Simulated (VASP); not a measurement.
# LaSb (LaSb (110), 3 layers) in VASP: single point with PBEsol

Aim: the single point of LaSb (LaSb (110), 3 layers) with PBEsol.

All numbers are computed with VASP 6.6.1; they aren't measurements. Logs are shortened: lines on timing, memory, paths and dates and some standing lists are left out, and cuts for length are marked.

## 1. The cell of the first run

The cell holds a slab with vacuum, 6 atoms: a = 4.563 Å, b = 6.453 Å, c = 20.563 Å, α = 90.00°, β = 90.00°, γ = 90.00°.

## 2. Single point, PBEsol

INCAR

```
PREC = Accurate ; ENCUT = 520
EDIFF = 1E-7 ; ISMEAR = -1
SIGMA = 0.1 ; LREAL = False
LASPH = True ; NELM = 60
ALGO = Normal ; ISIF = 2
LWAVE = False ; LCHARG = True
LDIPOL = True ; IDIPOL = 3
DIPOL = 0.5 0.5 0.500 ; GGA = PS
LELF = True ; LVHAR = True
LVACPOTAV = True ; NBANDS = 33
```

KPOINTS

```
Automatic mesh
0
Gamma
  7 5 1
```

POSCAR

```
LaSb
1.0
    4.5627036998      0.0000000000      0.0000000000
    0.0000000000      6.4526374533      0.0000000000
    0.0000000000      0.0000000000     20.5627000000
La Sb
3 3
Direct
    0.0000000000      0.2500000000      0.3959615668
    0.5000000000      0.7500000000      0.5000000040
    0.0000000000      0.2500000000      0.6040384323
    0.0000000000      0.7500000000      0.3874559619
    0.5000000000      0.2500000000      0.5000000032
    0.0000000000      0.7500000000      0.6125440318
```

Potentials or basis: VASP PAW PBE potentials, release 64 (La, Sb).

Started as:

```bash
cat potpaw_PBE.64/La/POTCAR potpaw_PBE.64/Sb/POTCAR > POTCAR
mpirun -np 1 vasp_std > vasp.out
```

OUTCAR:

```text
PREC = Accurate
   ENCUT = 520
   EDIFF = 1E-7
   ISMEAR = -1
   LREAL = False
   LASPH = True
   NELM = 60
   ISIF = 2
   GGA = PS

 ion  position               nearest neighbor table
   1  0.000  0.250  0.396-   5 3.13   5 3.13   4 3.23   4 3.23
   2  0.500  0.750  0.500-   5 3.23   5 3.23   6 3.25   6 3.25   4 3.25   4 3.25
   3  0.000  0.250  0.604-   5 3.13   5 3.13   6 3.23   6 3.23
   4  0.000  0.750  0.387-   1 3.23   1 3.23   2 3.25   2 3.25
   5  0.500  0.250  0.500-   3 3.13   3 3.13   1 3.13   1 3.13   2 3.23   2 3.23
   6  0.000  0.750  0.613-   3 3.23   3 3.23   2 3.25   2 3.25

  LATTYP: Found a simple orthorhombic cell.
 ALAT       =     4.5627036998
 B/A-ratio  =     1.4142135624
 C/A-ratio  =     4.5066919425

  Lattice vectors:

 A1 = (   4.5627036998,   0.0000000000,   0.0000000000)
 A2 = (   0.0000000000,   6.4526374533,   0.0000000000)
 A3 = (   0.0000000000,   0.0000000000,  20.5627000000)

Analysis of symmetry for initial positions (statically):
=====================================================================
 Subroutine PRICEL returns:
 Original cell was already a primitive cell.

 Routine SETGRP: Setting up the symmetry group for a
 simple orthorhombic supercell.

 Subroutine GETGRP returns: Found  8 space group operations
 (whereof  4 operations were pure point group operations)
 out of a pool of  8 trial point group operations.

The static configuration has the point symmetry C_2v.
 The point group associated with its full space group is D_2h.

Analysis of symmetry for dynamics (positions and initial velocities):
=====================================================================
 Subroutine PRICEL returns:
 Original cell was already a primitive cell.

 Routine SETGRP: Setting up the symmetry group for a
 simple orthorhombic supercell.

 Subroutine GETGRP returns: Found  8 space group operations
 (whereof  4 operations were pure point group operations)
 out of a pool of  8 trial point group operations.

The dynamic configuration has the point symmetry C_2v.
 The point group associated with its full space group is D_2h.

 Subroutine INISYM returns: Found  8 space group operations
 (whereof  4 operations are pure point group operations),
 and found     1 'primitive' translations

----------------------------------------------------------------------------------------

                                     Primitive cell

  volume of cell :     605.3962

  direct lattice vectors                    reciprocal lattice vectors
     4.562703700  0.000000000  0.000000000     0.219168297  0.000000000  0.000000000
[... 90 lines left out ...]
   TEBEG  =    0.0;   TEEND  =   0.0 temperature during run
   PSTRESS=    0.0 pullay stress
   NELECT =      48.0000    total number of electrons
   NUPDOWN=      -1.0000    fix difference up-down
   EMIN   =  10.00;   EMAX   =-10.00  energy-range for DOS
   EFERMI =   0.00;   METHOD = LEGACY
   ISMEAR =    -1;   SIGMA  =   0.10  broadening in eV -4-tet -1-fermi 0-gaus
   EFERMI_NEDOS =   21; number of points for ismear=-14 and -15
   IALGO  =     38    algorithm
   IMIX   =      4    mixing-type and parameters
     AMIX     =   0.40;   BMIX     =  1.00
     AMIX_MAG =   1.60;   BMIX_MAG =  1.00
  volume/ion in A,a.u.               =     100.90       680.90
  Fermi-wavevector in a.u.,A,eV,Ry     =   0.703302  1.329049  6.729905  0.494634
  Thomas-Fermi vector in A             =   1.788236
   LORBIT       =      0    0 simple, 1 ext, 2 COOP (PROOUT), +10 PAW based schemes
   GGA     = PS    functional components
   LHFCALC =     F    Hartree Fock is set to
   AEXX    =    0.0000 exact exchange contribution
   IVDW    =     0    specifies the selected vdW correction
   LEPSILON=     F    determine dielectric tensor
   LRPA    =     F    only Hartree local field effects (RPA)
 non-spin polarized calculation
  energy-cutoff  :      520.00
  volume of cell :      605.40
 maximum number of plane-waves:     16333
 NGX is ok and might be reduce to    36
   NGX = 17   NGY = 23   NGZ = 77

 dipolmoment           0.000000      0.000000      0.000000 electrons x Angstroem

 number of electron      47.9999995 magnetization

 dipolmoment           0.000000      0.000000     -0.000000 electrons x Angstroem

 Free energy of the ion-electron system (eV)
  ---------------------------------------------------
  ext. energy  EPLUGINS =         0.00000000
  ---------------------------------------------------
  free energy    TOTEN  =       -33.28436575 eV

  energy without entropy =      -33.16596141  energy(sigma->0) =      -33.22516358

 E-fermi :   0.0589     XC(G=0):  -3.9615

 val. band max:       -0.0116692469   @ k =   0.2857   0.0000   0.0000
 cond. band min:       0.0641987572   @ k =   0.1429   0.0000   0.0000
 fundamental gap:      0.0758680041
 Fermi energy:         0.0588757509

 k-point     1 :       0.0000    0.0000    0.0000
  band No.  band energies     occupation
      1     -33.2644      2.00000
      2     -33.2571      2.00000
      3     -32.3640      2.00000
      4     -17.1798      2.00000
      5     -17.0151      2.00000
      6     -16.9779      2.00000
[... 421 lines left out ...]
     32       1.4931      0.00000
     33       1.5085      0.00000

------------------------ aborting loop because EDIFF is reached ----------------------------------------

  FORCE on cell =-STRESS in cart. coord.  units (eV):
  Direction    XX          YY          ZZ          XY          YZ          ZX
  --------------------------------------------------------------------------------------
  -------------------------------------------------------------------------------------
  Total       -1.1160261     -6.3669125     -0.0250592      0.0000000      0.0000000      0.0000000
  in kB       -2.9535564    -16.8499957     -0.0663189      0.0000000      0.0000000      0.0000000
  external PRESSURE =      -6.6232903 kB  Pullay stress =       0.0000000 kB

 VOLUME and BASIS-vectors are now :
 -----------------------------------------------------------------------------
  energy-cutoff  :      520.00
  volume of cell :      605.40
      direct lattice vectors                 reciprocal lattice vectors
     4.562703700  0.000000000  0.000000000     0.219168297  0.000000000  0.000000000
     0.000000000  6.452637453  0.000000000     0.000000000  0.154975389  0.000000000
     0.000000000  0.000000000 20.562700000     0.000000000  0.000000000  0.048631746

 POSITION                                       TOTAL-FORCE (eV/Angst)
 -----------------------------------------------------------------------------------
      0.00000      1.61316      8.14204        -0.000000      0.000000      0.006344
      2.28135      4.83948     10.28135        -0.000000     -0.000000      0.000000
      0.00000      1.61316     12.42066        -0.000000      0.000000     -0.006344
      0.00000      4.83948      7.96714        -0.000000     -0.000000     -0.004010
      2.28135      1.61316     10.28135        -0.000000     -0.000000      0.000000
      0.00000      4.83948     12.59556         0.000000     -0.000000      0.004010
 -----------------------------------------------------------------------------------
    total drift:                                0.000000      0.000000     -0.000104

  FREE ENERGIE OF THE ION-ELECTRON SYSTEM (eV)
  ---------------------------------------------------
  free  energy   TOTEN  =       -33.2843657513 eV

  energy  without entropy=      -33.1659614119  energy(sigma->0) =      -33.22516358

 vacuum level on the upper side and lower side of the slab         3.562         3.562
```

OSZICAR:

```text
N       E                     dE             d eps       ncg     rms          rms(c)
DAV:   1     0.628622387455E+03    0.62862E+03   -0.15079E+04   792   0.122E+03
DAV:   2     0.222722315691E+03   -0.40590E+03   -0.38988E+03  1036   0.288E+02
DAV:   3    -0.367168850050E+00   -0.22309E+03   -0.21931E+03  1201   0.196E+02
[... 17 lines left out ...]
DAV:  21    -0.332843500654E+02   -0.47581E-04   -0.63792E-06  1024   0.595E-03    0.719E-04
DAV:  22    -0.332843630681E+02   -0.13003E-04   -0.18377E-06   920   0.455E-03    0.331E-04
DAV:  23    -0.332843651051E+02   -0.20371E-05   -0.25922E-07   920   0.320E-03    0.158E-04
DAV:  24    -0.332843656624E+02   -0.55727E-06   -0.10286E-07   752   0.179E-03    0.933E-05
DAV:  25    -0.332843657513E+02   -0.88939E-07   -0.76188E-08   720   0.183E-03
   1 F= -.33284366E+02 E0= -.33225164E+02  d E =-.118404E+00
```

Wall time 14 min (1 thread of AMD EPYC 7R13, shared host); peak memory 0.67 GiB.

What came out:

| Item | Value |
| --- | --- |
| Free energy | -33.2844 eV |
| Largest force | 0.006 eV/Å |

Forces on the atoms (eV/Å):
```
La   0.000  0.000  0.006
La   0.000  0.000  0.000
La   0.000  0.000 -0.006
Sb   0.000  0.000 -0.004
Sb   0.000  0.000  0.000
Sb   0.000  0.000  0.004
```

Caveat: the PAW data sets were made with another functional, which shifts forces and pressure a little; spin-orbit coupling is left out, which moves the levels of the heavy elements.
